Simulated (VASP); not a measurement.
Here is a VASP 6.6.1 calculation.

Contents of INCAR:

```
PREC     = Accurate       # precision mode
ENCUT    = 520            # plane-wave cutoff, eV
EDIFF    = 1E-6           # SCF threshold, eV
ISMEAR   = -1             # smearing method
SIGMA    = 0.02           # smearing width, eV
LREAL    = F              # projectors in reciprocal space
LASPH    = T              # aspherical terms in the spheres
NELM     = 100            # most SCF steps
ALGO     = Normal         # electronic algorithm
ISIF     = 2              # what is computed and relaxed
LWAVE    = F              # write WAVECAR
LCHARG   = F              # write CHGCAR
GGA      = PE             # functional
IBRION   = 2              # ionic algorithm
NSW      = 80             # ionic steps
EDIFFG   = -0.02          # ionic threshold
```

Contents of KPOINTS:

```
Automatic mesh
0
Gamma
  11 11 6
```

POSCAR

```
AlN
1.0
    3.1100000000      0.0000000000      0.0000000000
   -1.5550000000      2.6933390058      0.0000000000
    0.0000000000      0.0000000000      4.8306000000
Al N
2 2
Direct
    0.6666666667      0.3333333333      0.0000000000
    0.3333333333      0.6666666667      0.5000000000
    0.6666666667      0.3333333333      0.3820000000
    0.3333333333      0.6666666667      0.8820000000
```

Potentials or basis: VASP PAW PBE potentials, release 64 (Al, N).

The run is started by

```sh
$ cat potpaw_PBE.64/Al/POTCAR potpaw_PBE.64/N/POTCAR > POTCAR
$ mpirun -np 1 vasp_std > vasp.out
```

**Question.** Predict the energy gained by relaxing.

**Answer.** 3.8 meV/atom.

**Question.** Estimate the band gap on the k mesh.

**Answer.** 4.30 eV.

Final structure:
```
CELL_PARAMETERS angstrom
3.11000 0.00000 0.00000
-1.55500 2.69334 0.00000
0.00000 0.00000 4.83060
ATOMIC_POSITIONS crystal
Al 0.66667 0.33333 0.99662
Al 0.33333 0.66667 0.49662
N 0.66667 0.33333 0.38538
N 0.33333 0.66667 0.88538
```

Caveat: the cell differs from its parent crystal (z stretched by -3 %); an odd mesh through Γ misses points on the zone boundary, where band edges can lie.
